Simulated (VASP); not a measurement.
Ir, 1 atom in the cell. Symmetry: I4/mmm, No. 139, tetragonal system. Conventional cell: a = 2.715 Å, b = 2.715 Å, c = 4.127 Å, α = 90.00°, β = 90.00°, γ = 90.00°. Within 3.6 Å of Ir (site symmetry 4/mmm) lie 12 Ir at 2.71 to 2.82 Å.  This cell differs from its parent crystal: strain +0.0750 x Voigt [0, 0, 1, 0, 0, 0].

- Program: VASP 6.6.1
- Task: single point
- Functional: PBEsol
- Potentials or basis: VASP PAW PBE potentials, release 64 (Ir)
- Cutoff: 520 eV
- k mesh: 22 × 22 × 22
- Occupations: gaussian, width 0.15 eV
- Spin: no spin polarisation
- Dipole correction: no
- Further INCAR settings: ALGO = Normal; EDIFF = 1e-06; NBANDS = 10

Potentials or basis: VASP PAW PBE potentials, release 64 (Ir).

Launch:

```bash
$ cat potpaw_PBE.64/Ir/POTCAR > POTCAR
$ mpirun -np 1 vasp_std > vasp.out
```

Hardware: 1 thread of Intel(R) Xeon(R) Platinum 8488C (Sapphire Rapids), on a shared host.

Problem. Estimate the wall time of this run.

Solution. It took 50 s on 1 thread of Intel(R) Xeon(R) Platinum 8488C (Sapphire Rapids) (shared host), peak memory 0.25 GiB. Counts: scf iterations 12, k points 834.
